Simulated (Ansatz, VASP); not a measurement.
# SrMn2As2 in VASP and in Ansatz

```
CELL_PARAMETERS angstrom
3.86472 0.00000 0.00000
-1.93236 3.34695 0.00000
0.00000 0.00000 7.18827
ATOMIC_POSITIONS crystal
Sr 0.00000 0.00000 0.00000
Mn 0.66667 0.33333 0.39287
Mn 0.33333 0.66667 0.60713
As 0.66667 0.33333 0.71471
As 0.33333 0.66667 0.28529
```

Alike in both runs: task single point; functional LDA; k mesh 12 × 12 × 6; occupations gaussian, width 0.05 eV; no spin polarisation.

|  | VASP | Ansatz |
| --- | --- | --- |
| version | VASP 6.6.1 | Ansatz 0.2.0 |
| potentials or method | VASP PAW LDA potentials, release 64 (Sr_sv, Mn_pv, As), cutoff 520 eV | scalar-relativistic, plane waves, PAW |
| valence electrons in the cell | 46 | 70 |

|  | VASP | Ansatz | Ansatz less VASP |
| --- | --- | --- | --- |
| gap on the k mesh at the Fermi level (eV) | none | none | - |
| pressure (GPa) | -3.3 | -3.8 | -0.48 |
| traceless stress, the component that is largest in VASP (GPa) | -1.60 | -1.70 | -0.100 |
| rms of the force components (eV/Å) | 0.325 | 0.336 | +0.0101 |

LDA's correlation is that of Perdew and Zunger in VASP and of Perdew and Wang (1992) in Ansatz. Atom by atom the forces differ by 0.010 eV/Å (rms over components). A gap of «none» marks a metal or a gap that the smearing closes. VASP's potentials hold 46 valence electrons a cell and Ansatz's 70, so a difference there can come from the potentials and not from the codes.
